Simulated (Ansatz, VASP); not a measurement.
Two plane-wave programs on RuC2

```
CELL_PARAMETERS angstrom
5.77820 0.00000 0.00000
-2.88910 5.00407 0.00000
0.00000 0.00000 6.68820
ATOMIC_POSITIONS crystal
Ru 0.50000 0.00000 0.00000
Ru 0.00000 0.50000 0.33333
Ru 0.50000 0.50000 0.66667
C 0.43605 0.21803 0.83333
C 0.78197 0.21803 0.16667
C 0.78197 0.56395 0.50000
C 0.21803 0.43605 0.50000
C 0.21803 0.78197 0.16667
C 0.56395 0.78197 0.83333
```

Alike in both runs: functional PBE; k mesh 12 × 12 × 6; occupations gaussian, width 0.1 eV; no spin polarisation.

Ansatz relaxed the structure, and its values are those at the end. VASP's run is a single point on that final structure, the one shown.

```csv
,VASP,Ansatz
version,VASP 6.6.1,Ansatz 0.2.0
potentials or method,"VASP PAW PBE potentials, release 64 (Ru_pv, C), cutoff 520 eV","scalar-relativistic, plane waves, PAW"
valence electrons in the cell,66,72
```

|  | VASP | Ansatz | Ansatz less VASP |
| --- | --- | --- | --- |
| gap on the k mesh at the Fermi level (eV) | none | none | - |
| pressure (GPa) | 0.0 | 0.0 | +0.02 |

A gap of «none» marks a metal or a gap that the smearing closes. The functional is the same, so the differences come from potentials, cutoffs and numerics. VASP's potentials hold 66 valence electrons a cell and Ansatz's 72, so a difference there can come from the potentials and not from the codes.
